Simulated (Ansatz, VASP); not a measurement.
**Two plane-wave programs on Al2Cu**

INCAR

```
PREC     = Accurate       # precision mode
ENCUT    = 520            # plane-wave cutoff, eV
EDIFF    = 1E-6           # SCF threshold, eV
ISMEAR   = 0              # smearing method
SIGMA    = 0.1            # smearing width, eV
LREAL    = F              # projectors in reciprocal space
LASPH    = T              # aspherical terms in the spheres
NELM     = 80             # most SCF steps
ALGO     = Fast           # electronic algorithm
ISIF     = 2              # what is computed and relaxed
LWAVE    = F              # write WAVECAR
LCHARG   = T              # write CHGCAR
GGA      = PE             # functional
LELF     = T              # ELF
LVHAR    = T            
NBANDS   = 16             # bands
```

File KPOINTS:

```
regular mesh
0
Gamma
  8 8 10
```

The input POSCAR:

```
Al2Cu
1.0
    4.1051820000      0.0000000000      0.0000000000
    0.0000000000      4.1051820000      0.0000000000
    0.0000000000      0.0000000000      2.8913130000
Al Cu
2 1
Direct
    0.5000000000      0.0000000000      0.5000000000
    0.0000000000      0.5000000000      0.5000000000
    0.0000000000      0.0000000000      0.0000000000
```

Input for Ansatz:

```yaml
crystal:
  lattice:
    - [4.105182, 0.0, 0.0]
    - [0.0, 4.105182, 0.0]
    - [0.0, 0.0, 2.891313]
  atoms:
    - { symbol: Al, position: [0.5, 0.0, 0.5] }
    - { symbol: Al, position: [0.0, 0.5, 0.5] }
    - { symbol: Cu, position: [0.0, 0.0, 0.0] }
basis:
  ecutwfc: 420
kpoints:
  mp_grid: { grid: [8, 8, 10] }
hamiltonian:
  xc: pbe
scf:
  occupations: { method: gaussian, width: 0.1 }
output:
  forces: true
  stress: true
  eigenvalues: true
```

Alike in both runs: task single point; functional PBE; k mesh 8 × 8 × 10; occupations gaussian, width 0.1 eV; no spin polarisation.

|  | VASP | Ansatz |
| --- | --- | --- |
| version | VASP 6.6.1 | Ansatz 0.2.0 |
| potentials or method | VASP PAW PBE potentials, release 64 (Al, Cu), cutoff 520 eV | scalar-relativistic, plane waves, PAW |
| valence electrons in the cell | 17 | 25 |

```tsv
	VASP	Ansatz	Ansatz less VASP
gap on the k mesh at the Fermi level (eV)	none	none	-
pressure (GPa)	0.6	0.6	-0.01
traceless stress, the component that is largest in VASP (GPa)	0.70	0.71	+0.014
```

A gap of «none» marks a metal or a gap that the smearing closes. VASP's potentials hold 17 valence electrons a cell and Ansatz's 25, so a difference there can come from the potentials and not from the codes.
